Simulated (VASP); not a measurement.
Input of a VASP 6.6.1 run:

Contents of INCAR:

```
SYSTEM = GdN
PREC = Accurate ; ENCUT = 520
EDIFF = 1E-8 ; ISMEAR = 0
SIGMA = 0.05 ; LREAL = .False.
LASPH = .True. ; NELM = 150
ALGO = Normal ; ISIF = 2
LWAVE = .False. ; LCHARG = .True.
ISPIN = 2 ; MAGMOM = 7.45 0
LORBIT = 11 ; LMAXMIX = 6
GGA = PS ; IBRION = 8
NSW = 1
```

KPOINTS

```
regular mesh
0
Gamma
  8 8 8
  0 0 0
```

File POSCAR:

```
GdN
1.0
    0.0000000000      2.6367146758      2.6367146758
    2.6367146758      0.0000000000      2.6367146758
    2.6367146758      2.6367146758      0.0000000000
Gd N
1 1
Direct
    0.0000000000      0.0000000000      0.0000000000
    0.2500000000      0.2500000000      0.2500000000
```

Potentials or basis: VASP PAW PBE potentials, release 64 (Gd, N).

Launch:

```sh
$ cat potpaw_PBE.64/Gd/POTCAR potpaw_PBE.64/N/POTCAR > POTCAR
$ mpirun -np 1 vasp_std > vasp.out
```

Q: Estimate the highest phonon frequency at Γ.

A: 423 cm⁻¹.

Q: Predict the net moment.

A: 7.00 μB per cell.

Phonon frequencies in cm⁻¹ (negative: imaginary):
| q point | frequencies |
| --- | --- |
| (0.000, 0.000, 0.000) | -5 -5 -5 423 423 423 |

Caveat: a cell with one magnetic atom can't hold antiferromagnetic order, which such compounds often take. The state reached can hang on the start; a lower one may exist.
